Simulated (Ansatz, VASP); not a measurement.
# One calculation of TaN, two programs

```xyz
2
Lattice="0.0000 2.1572 2.1790 2.1572 0.0000 2.1790 2.1572 2.1572 0.0000" Properties=species:S:1:pos:R:3 pbc="T T T"
Ta    2.1572    2.1572    2.1790
N     0.0000    0.0000    0.0000
```

Change from the starting cell: strain -0.0100 x Voigt [1, 1, 0, 0, 0, 0], atoms carried along.

Alike in both runs: task single point; functional PBEsol; k mesh 18 × 18 × 18; occupations gaussian, width 0.15 eV; no spin polarisation.

|  | VASP | Ansatz |
| --- | --- | --- |
| version | VASP 6.6.1 | Ansatz 0.2.0 |
| potentials or method | VASP PAW PBE potentials, release 64 (Ta_sv_GW, N), cutoff 600 eV | scalar-relativistic, plane waves, PAW |
| valence electrons in the cell | 18 | 18 |

```tsv
	VASP	Ansatz	Ansatz less VASP
gap on the k mesh at the Fermi level (eV)	none	none	-
pressure (GPa)	12.6	12.4	-0.18
traceless stress, the component that is largest in VASP (GPa)	-4.94	-4.92	+0.015
```

VASP's potentials were made for PBE, not for PBEsol. A gap of «none» marks a metal or a gap that the smearing closes.

Spin-orbit coupling is off throughout.
